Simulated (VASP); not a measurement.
BP: single point with PBEsol

BP:

```
B P
1.0
     0.00000    2.24729    2.24729
     2.24729    0.00000    2.24729
     2.24729    2.24729    0.00000
B P
1 1
Direct
  0.00000 0.00000 0.00000
  0.75000 0.75000 0.75000
```

| Quantity | Value |
| --- | --- |
| Program | VASP 6.6.1 |
| Task | single point |
| Functional | PBEsol |
| Potentials or basis | VASP PAW PBE potentials, release 64 (B, P) |
| Cutoff | 520 eV |
| k mesh | 10 × 10 × 10 |
| Occupations | gaussian, width 0.01 eV |
| Spin | no spin polarisation |
| Dipole correction | no |
| Further INCAR settings | ALGO = Normal; EDIFF = 1e-06; NBANDS = 11 |

```
Pressure               : 3.1 GPa
Band gap on the k mesh : 1.09 eV, indirect (least direct gap 3.40 eV)
```

Levels at points of the mesh, in eV from the valence-band top:
```
           k point  band 2  band 3  band 4  band 5  band 6  band 7
(0.00, 0.00, 0.00)    0.00    0.00    0.00    3.40    3.40    3.40
(0.50, 0.00, 0.00)   -9.31   -1.80   -1.80    3.91    4.67    4.67
(0.50, 0.50, 0.00)   -8.75   -4.25   -4.25    1.17    1.49   12.37
```

It took 6.5 s on 1 thread of Intel(R) Xeon(R) Platinum 8488C (Sapphire Rapids), with other jobs on the host, peak memory 0.13 GiB.

Caveat: the PAW data sets were made with another functional, which shifts forces and pressure a little. As with any semilocal functional, this PBEsol gap is likely too small.
